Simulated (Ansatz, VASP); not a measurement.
**One calculation of MnO, two programs**

The input INCAR:

```
SYSTEM = MnO
  PREC = Accurate
  ENCUT = 520
  EDIFF = 1E-6
  ISMEAR = -1
  SIGMA = 0.05
  LREAL = .FALSE.
  LASPH = .TRUE.
  NELM = 150
  ALGO = Normal
  ISIF = 2
  LWAVE = .FALSE.
  LCHARG = .FALSE.
  ISPIN = 2
  MAGMOM = 4 0
  LORBIT = 11
  LMAXMIX = 4
  GGA = PE
  NBANDS = 20
```

KPOINTS

```
regular mesh
0
G
  16 16 16
  0 0 0
```

The input POSCAR:

```
MnO
1.0
    0.0000000000      2.2293821140      2.2293821140
    2.2293821140      0.0000000000      2.2293821140
    2.2293821140      2.2293821140      0.0000000000
Mn O
1 1
Direct
    0.0000000000      0.0000000000      0.0000000000
    0.5000000000      0.5000000000      0.5000000000
```

Input for Ansatz:

```yaml
crystal:
  lattice:
    - [0.0, 2.229382114, 2.229382114]
    - [2.229382114, 0.0, 2.229382114]
    - [2.229382114, 2.229382114, 0.0]
  atoms:
    - { symbol: Mn, position: [0.0, 0.0, 0.0], spin: 4.0 }
    - { symbol: O, position: [0.5, 0.5, 0.5] }
magnetization:
  spin_polarized: true
kpoints:
  mp_grid: { grid: [16, 16, 16] }
  band_path:
    path:
      - [0.0, 0.0, 0.0]
      - [0.5, 0.0, 0.5]
      - [0.625, 0.25, 0.625]
      - [0.375, 0.375, 0.75]
      - [0.0, 0.0, 0.0]
      - [0.5, 0.5, 0.5]
      - [0.5, 0.25, 0.75]
      - [0.5, 0.0, 0.5]
    npoints: 5
scf:
  occupations: { method: fermi_dirac, width: 0.05 }
hamiltonian:
  xc: pbe
  pseudopotentials: { kind: all_electron, lapw: { basis_error: 0.00025 } }
output:
  forces: true
  stress: true
  eigenvalues: true
```

Change from the starting cell: volume scaled by 1.01.

Alike in both runs: task single point; functional PBE; k mesh 16 × 16 × 16; occupations fermi-dirac, width 0.05 eV; collinear spin.

```csv
,VASP,Ansatz
version,VASP 6.6.1,Ansatz 0.2.0
potentials or method,"VASP PAW PBE potentials, release 64 (Mn_pv, O), cutoff 520 eV","all-electron LAPW, scalar-relativistic"
```

```csv
,VASP,Ansatz,Ansatz less VASP
pressure (GPa),-1.0,-1.2,-0.14
net moment per atom (μB),2.39,2.39,0.000
size of the moment on the site where the two differ most (μB),0.20,0.23,+0.031
```

Site moments also hang on the region over which each program counts them. Ansatz ran all-electron here, and VASP with PAW potentials.
